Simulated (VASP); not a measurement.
# Al2Ru (I4/mmm) in VASP: notebook

Runs on Al2Ru. Level: LDA. Tasks: single point.

All numbers are computed with VASP 6.6.1; they aren't measurements. Logs are shortened: lines on timing, memory, paths and dates and some standing lists are left out, and cuts for length are marked.

## (1) The cell of the first run

The structure is tetragonal, space group I4/mmm (No. 139). The conventional cell has a = 3.102 Å, b = 3.102 Å, c = 8.342 Å, α = 90.00°, β = 90.00°, γ = 90.00°. Within 3.4 Å of Al (site symmetry 4mm) lie 5 Ru at 2.56 to 2.85 Å and 9 Al at 2.65 to 3.10 Å. Within 3.4 Å of Ru (site symmetry 4/mmm) lie 10 Al at 2.56 to 2.85 Å and 4 Ru at 3.10 Å.

## (2) Single point, LDA

Input file INCAR:

```
PREC = Accurate
ENCUT = 520
EDIFF = 1E-6
ISMEAR = -1
SIGMA = 0.15
LREAL = F
LASPH = T
NELM = 80
ALGO = Fast
ISIF = 2
LWAVE = F
LCHARG = F
NBANDS = 17
```

Input file KPOINTS:

```
Automatic mesh
0
Gamma
  18 18 18
```

Input file POSCAR:

```
Al2Ru
1.0
   -1.5509858979      1.5509858979      4.1709706809
    1.5509858979     -1.5509858979      4.1709706809
    1.5509858979      1.5509858979     -4.1709706809
Al Ru
2 1
Direct
    0.6589200178      0.6589200178      0.0000000000
    0.3410799822      0.3410799822      0.0000000000
    0.0000000000      0.0000000000      0.0000000000
```

Potentials or basis: VASP PAW LDA potentials, release 64 (Al, Ru_pv).

Launch:

```bash
$ cat potpaw_LDA.64/Al/POTCAR potpaw_LDA.64/Ru_pv/POTCAR > POTCAR
$ mpirun -np 1 vasp_std > vasp.out
```

OUTCAR:

```text
PREC = Accurate
   ENCUT = 520
   EDIFF = 1E-6
   ISMEAR = -1
   LREAL = F
   LASPH = T
   NELM = 80
   ISIF = 2

 ion  position               nearest neighbor table
   1  0.659  0.659  0.000-   3 2.56   3 2.56   3 2.56   3 2.56   2 2.65   2 2.67   2 2.67   2 2.67
                             2 2.67   3 2.85
   2  0.341  0.341  0.000-   3 2.56   3 2.56   3 2.56   3 2.56   1 2.65   1 2.67   1 2.67   1 2.67
                             1 2.67   3 2.85
   3  0.000  0.000  0.000-   1 2.56   1 2.56   2 2.56   1 2.56   2 2.56   2 2.56   1 2.56   2 2.56
                             1 2.85   2 2.85

  LATTYP: Found a body centered tetragonal cell.
 ALAT       =     3.1019717958
 C/A-ratio  =     2.6892383010

  Lattice vectors:

 A1 = (  -1.5509858979,   1.5509858979,   4.1709706809)
 A2 = (   1.5509858979,  -1.5509858979,   4.1709706809)
 A3 = (   1.5509858979,   1.5509858979,  -4.1709706809)

Analysis of symmetry for initial positions (statically):
=====================================================================
 Subroutine PRICEL returns:
 Original cell was already a primitive cell.

 Routine SETGRP: Setting up the symmetry group for a
 body centered tetragonal supercell.

 Subroutine GETGRP returns: Found 16 space group operations
 (whereof 16 operations were pure point group operations)
 out of a pool of 16 trial point group operations.

The static configuration has the point symmetry D_4h.

Analysis of symmetry for dynamics (positions and initial velocities):
=====================================================================
 Subroutine PRICEL returns:
 Original cell was already a primitive cell.

 Routine SETGRP: Setting up the symmetry group for a
 body centered tetragonal supercell.

 Subroutine GETGRP returns: Found 16 space group operations
 (whereof 16 operations were pure point group operations)
 out of a pool of 16 trial point group operations.

The dynamic configuration has the point symmetry D_4h.

 Subroutine INISYM returns: Found 16 space group operations
 (whereof 16 operations are pure point group operations),
 and found     1 'primitive' translations

----------------------------------------------------------------------------------------

                                     Primitive cell

[... 88 lines left out ...]
   LSORBIT =      F    spin-orbit coupling
   LASPH  =      T    aspherical Exc in radial PAW
   ENCUT  =  520.0 eV  38.22 Ry    6.18 a.u.   8.76  8.76  8.76*2*pi/ulx,y,z
   NELM   =     80;   NELMIN=  2; NELMDL= -5     # of ELM steps
   EDIFF  = 0.1E-05   stopping-criterion for ELM
   LREAL  =      F    real-space projection
   EDIFFG = 0.1E-04   stopping-criterion for IOM
   NSW    =      0    number of steps for IOM
   IBRION =     -1    ionic relax: 0-MD 1-quasi-New 2-CG
   NFREE  =      0    steps in history (QN), initial steepest desc. (CG)
   ISIF   =      2    stress and relaxation
   ISYM   =      2    0-nonsym 1-usesym 2-fastsym
   POTIM  = 0.5000    time-step for ionic-motion
   TEBEG  =    0.0;   TEEND  =   0.0 temperature during run
   PSTRESS=    0.0 pullay stress
   NELECT =      20.0000    total number of electrons
   NUPDOWN=      -1.0000    fix difference up-down
   EMIN   =  10.00;   EMAX   =-10.00  energy-range for DOS
   EFERMI =   0.00;   METHOD = LEGACY
   ISMEAR =    -1;   SIGMA  =   0.15  broadening in eV -4-tet -1-fermi 0-gaus
   EFERMI_NEDOS =   21; number of points for ismear=-14 and -15
   IALGO  =     68    algorithm
   IMIX   =      4    mixing-type and parameters
     AMIX     =   0.40;   BMIX     =  1.00
     AMIX_MAG =   1.60;   BMIX_MAG =  1.00
  volume/ion in A,a.u.               =      13.38        90.28
  Fermi-wavevector in a.u.,A,eV,Ry     =   1.297918  2.452709 22.920250  1.684591
  Thomas-Fermi vector in A             =   2.429280
   LORBIT       =      0    0 simple, 1 ext, 2 COOP (PROOUT), +10 PAW based schemes
   GGA     = CA    functional components
   LHFCALC =     F    Hartree Fock is set to
   AEXX    =    0.0000 exact exchange contribution
   IVDW    =     0    specifies the selected vdW correction
   LEPSILON=     F    determine dielectric tensor
   LRPA    =     F    only Hartree local field effects (RPA)
 non-spin polarized calculation
 RMM-DIIS sequential band-by-band and
  energy-cutoff  :      520.00
  volume of cell :       40.13
 maximum number of plane-waves:      1098
   NGX = 17   NGY = 17   NGZ = 17

 number of electron      20.0000001 magnetization

 Free energy of the ion-electron system (eV)
  ---------------------------------------------------
  ext. energy  EPLUGINS =         0.00000000
  ---------------------------------------------------
  free energy    TOTEN  =       -21.12115499 eV

  energy without entropy =      -21.07974816  energy(sigma->0) =      -21.10045158

 E-fermi :  10.6601     XC(G=0): -12.2352

 val. band max:       10.6462287130   @ k =  -0.3333   0.2222   0.0556
 cond. band min:      10.6667794072   @ k =   0.3333   0.1667   0.1667
 fundamental gap:      0.0205506941
 Fermi energy:        10.6601384300

 k-point     1 :       0.0000    0.0000    0.0000
  band No.  band energies     occupation
      1     -31.6856      2.00000
      2     -31.6856      2.00000
      3     -31.6196      2.00000
      4      -0.3143      2.00000
      5       5.2006      2.00000
      6       6.8017      2.00000
[... 457 lines left out ...]
      4       0.6073      2.00000
      5       5.6973      2.00000
      6       6.8798      2.00000
[... 9 lines left out ...]
     16      19.0363      0.00000
     17      21.7937      0.00000

 [... further k-points ...]

------------------------ aborting loop because EDIFF is reached ----------------------------------------

  FORCE on cell =-STRESS in cart. coord.  units (eV):
  Direction    XX          YY          ZZ          XY          YZ          ZX
  --------------------------------------------------------------------------------------
  -------------------------------------------------------------------------------------
  Total        0.1096912      0.1096912      0.1145874      0.0000000     -0.0000000      0.0000000
  in kB        4.3789449      4.3789449      4.5744057      0.0000000     -0.0000000      0.0000000
  external PRESSURE =       4.4440985 kB  Pullay stress =       0.0000000 kB

 VOLUME and BASIS-vectors are now :
 -----------------------------------------------------------------------------
  energy-cutoff  :      520.00
  volume of cell :       40.13
      direct lattice vectors                 reciprocal lattice vectors
    -1.550985898  1.550985898  4.170970681     0.000000000  0.322375594  0.119876172
     1.550985898 -1.550985898  4.170970681     0.322375594  0.000000000  0.119876172
     1.550985898  1.550985898 -4.170970681     0.322375594  0.322375594  0.000000000

 POSITION                                       TOTAL-FORCE (eV/Angst)
 -----------------------------------------------------------------------------------
      0.00000      0.00000      5.49667         0.000000      0.000000      0.017685
      0.00000      0.00000      2.84527        -0.000000     -0.000000     -0.017685
      0.00000      0.00000      0.00000         0.000000      0.000000      0.000000
 -----------------------------------------------------------------------------------
    total drift:                                0.000000      0.000000     -0.000000

  FREE ENERGIE OF THE ION-ELECTRON SYSTEM (eV)
  ---------------------------------------------------
  free  energy   TOTEN  =       -21.1211549920 eV

  energy  without entropy=      -21.0797481625  energy(sigma->0) =      -21.10045158
```

Run time: 3.5 min. Hardware: 1 thread of Intel Xeon 6975P-C (Granite Rapids), shared host; peak memory 0.42 GiB.

Results:

* Free energy: -21.1212 eV
* Pressure: 0.4 GPa
* Largest force: 0.018 eV/Å
* Band gap on the k mesh: zero (bands 10 and 11 overlap by 0.19 eV)

Forces in eV/Å, atoms in the order of the input:
```
Al   0.000  0.000  0.018
Al   0.000  0.000 -0.018
Ru   0.000  0.000  0.000
```

## (3) Single point, LDA

Input file INCAR:

```
SYSTEM = Al2Ru
  PREC = Accurate
  ENCUT = 520
  EDIFF = 1E-6
  ISMEAR = -1
  SIGMA = 0.15
  LREAL = .False.
  LASPH = .True.
  NELM = 100
  ALGO = Fast
  ISIF = 2
  LWAVE = .False.
  LCHARG = .False.
  NBANDS = 17
```

Input file KPOINTS:

```
regular mesh
0
Gamma
  18 18 18
  0 0 0
```

POSCAR is that of step 2.

Potentials or basis: VASP PAW LDA potentials, release 64 (Al, Ru_pv).

Launch:

```bash
$ cat potpaw_LDA.64/Al/POTCAR potpaw_LDA.64/Ru_pv/POTCAR > POTCAR
$ mpirun -np 1 vasp_std > vasp.out
```

OUTCAR:

```text
SYSTEM = Al2Ru
   PREC = Accurate
   ENCUT = 520
   EDIFF = 1E-6
   ISMEAR = -1
   LREAL = .False.
   LASPH = .True.
   NELM = 100
   ISIF = 2

 ion  position               nearest neighbor table
   1  0.659  0.659  0.000-   3 2.56   3 2.56   3 2.56   3 2.56   2 2.65   2 2.67   2 2.67   2 2.67
                             2 2.67   3 2.85
   2  0.341  0.341  0.000-   3 2.56   3 2.56   3 2.56   3 2.56   1 2.65   1 2.67   1 2.67   1 2.67
                             1 2.67   3 2.85
   3  0.000  0.000  0.000-   1 2.56   1 2.56   2 2.56   1 2.56   2 2.56   2 2.56   1 2.56   2 2.56
                             1 2.85   2 2.85

  LATTYP: Found a body centered tetragonal cell.
 ALAT       =     3.1019717958
 C/A-ratio  =     2.6892383010

  Lattice vectors:

 A1 = (  -1.5509858979,   1.5509858979,   4.1709706809)
 A2 = (   1.5509858979,  -1.5509858979,   4.1709706809)
 A3 = (   1.5509858979,   1.5509858979,  -4.1709706809)

Analysis of symmetry for initial positions (statically):
=====================================================================
 Subroutine PRICEL returns:
 Original cell was already a primitive cell.

 Routine SETGRP: Setting up the symmetry group for a
 body centered tetragonal supercell.

 Subroutine GETGRP returns: Found 16 space group operations
 (whereof 16 operations were pure point group operations)
 out of a pool of 16 trial point group operations.

The static configuration has the point symmetry D_4h.

Analysis of symmetry for dynamics (positions and initial velocities):
=====================================================================
 Subroutine PRICEL returns:
 Original cell was already a primitive cell.

 Routine SETGRP: Setting up the symmetry group for a
 body centered tetragonal supercell.

 Subroutine GETGRP returns: Found 16 space group operations
 (whereof 16 operations were pure point group operations)
 out of a pool of 16 trial point group operations.

[... 119 lines left out ...]
   IALGO  =     68    algorithm
   IMIX   =      4    mixing-type and parameters
     AMIX     =   0.40;   BMIX     =  1.00
     AMIX_MAG =   1.60;   BMIX_MAG =  1.00
  volume/ion in A,a.u.               =      13.38        90.28
  Fermi-wavevector in a.u.,A,eV,Ry     =   1.297918  2.452709 22.920250  1.684591
  Thomas-Fermi vector in A             =   2.429280
   LORBIT       =      0    0 simple, 1 ext, 2 COOP (PROOUT), +10 PAW based schemes
   GGA     = CA    functional components
   LHFCALC =     F    Hartree Fock is set to
   AEXX    =    0.0000 exact exchange contribution
   IVDW    =     0    specifies the selected vdW correction
   LEPSILON=     F    determine dielectric tensor
   LRPA    =     F    only Hartree local field effects (RPA)
 non-spin polarized calculation
 RMM-DIIS sequential band-by-band and
  energy-cutoff  :      520.00
  volume of cell :       40.13
 maximum number of plane-waves:      1098
   NGX = 17   NGY = 17   NGZ = 17

 number of electron      20.0000001 magnetization

 Free energy of the ion-electron system (eV)
  ---------------------------------------------------
  ext. energy  EPLUGINS =         0.00000000
  ---------------------------------------------------
  free energy    TOTEN  =       -21.12115499 eV

  energy without entropy =      -21.07974816  energy(sigma->0) =      -21.10045158

 E-fermi :  10.6601     XC(G=0): -12.2352

 val. band max:       10.6462287130   @ k =  -0.3333   0.2222   0.0556
 cond. band min:      10.6667794072   @ k =   0.3333   0.1667   0.1667
 fundamental gap:      0.0205506941
 Fermi energy:        10.6601384300

 k-point     1 :       0.0000    0.0000    0.0000
  band No.  band energies     occupation
      1     -31.6856      2.00000
      2     -31.6856      2.00000
      3     -31.6196      2.00000
      4      -0.3143      2.00000
      5       5.2006      2.00000
      6       6.8017      2.00000
[... 457 lines left out ...]
      4       0.6073      2.00000
      5       5.6973      2.00000
      6       6.8798      2.00000
[... 9 lines left out ...]
     16      19.0363      0.00000
     17      21.7937      0.00000

 [... further k-points ...]

------------------------ aborting loop because EDIFF is reached ----------------------------------------

  FORCE on cell =-STRESS in cart. coord.  units (eV):
  Direction    XX          YY          ZZ          XY          YZ          ZX
  --------------------------------------------------------------------------------------
  -------------------------------------------------------------------------------------
  Total        0.1096912      0.1096912      0.1145874      0.0000000     -0.0000000      0.0000000
  in kB        4.3789449      4.3789449      4.5744057      0.0000000     -0.0000000      0.0000000
  external PRESSURE =       4.4440985 kB  Pullay stress =       0.0000000 kB

 VOLUME and BASIS-vectors are now :
 -----------------------------------------------------------------------------
  energy-cutoff  :      520.00
  volume of cell :       40.13
      direct lattice vectors                 reciprocal lattice vectors
    -1.550985898  1.550985898  4.170970681     0.000000000  0.322375594  0.119876172
     1.550985898 -1.550985898  4.170970681     0.322375594  0.000000000  0.119876172
     1.550985898  1.550985898 -4.170970681     0.322375594  0.322375594  0.000000000

 POSITION                                       TOTAL-FORCE (eV/Angst)
 -----------------------------------------------------------------------------------
      0.00000      0.00000      5.49667         0.000000      0.000000      0.017685
      0.00000      0.00000      2.84527        -0.000000     -0.000000     -0.017685
      0.00000      0.00000      0.00000         0.000000      0.000000      0.000000
 -----------------------------------------------------------------------------------
    total drift:                                0.000000      0.000000     -0.000000

  FREE ENERGIE OF THE ION-ELECTRON SYSTEM (eV)
  ---------------------------------------------------
  free  energy   TOTEN  =       -21.1211549920 eV

  energy  without entropy=      -21.0797481625  energy(sigma->0) =      -21.10045158
```

stdout:

```text
POSCAR found type information on POSCAR AlRu
 POSCAR found :  2 types and       3 ions
 scaLAPACK will be used
 LDA part: xc-table for (Slater(with rela. corr.)+CA(PZ))
 , standard interpolation
 POSCAR, INCAR and KPOINTS ok, starting setup
 FFT: planning ... GRIDC
 FFT: planning ... GRID_SOFT
 FFT: planning ... GRID
 WAVECAR not read
 entering main loop
```

Wall time 5 min (1 thread of Intel Xeon 6975P-C (Granite Rapids), shared host); peak memory 0.42 GiB.

Results:

```yaml
Free_energy: -21.1212 eV
Pressure: 0.4 GPa
Largest_force: 0.018 eV/Å
Band_gap_on_the_k_mesh: zero (bands 10 and 11 overlap by 0.19 eV)
```

Forces in eV/Å, atoms in the order of the input:
```
Al   0.000  0.000  0.018
Al   0.000  0.000 -0.018
Ru   0.000  0.000  0.000
```

Levels at points of the mesh, in eV from the Fermi level:
| k point | band 8 | band 9 | band 10 | band 11 | band 12 | band 13 |
| --- | --- | --- | --- | --- | --- | --- |
| (0.00, 0.00, 0.00) | -1.97 | -1.82 | -0.89 | 2.62 | 4.78 | 6.21 |
| (0.50, 0.00, 0.00) | -2.67 | -2.55 | -1.38 | 0.69 | 3.27 | 5.29 |
| (0.50, 0.50, 0.00) | -3.09 | -1.21 | -0.25 | 0.37 | 1.97 | 2.20 |
| (0.50, 0.50, 0.50) | -1.51 | -1.51 | -0.86 | 3.21 | 3.21 | 6.49 |
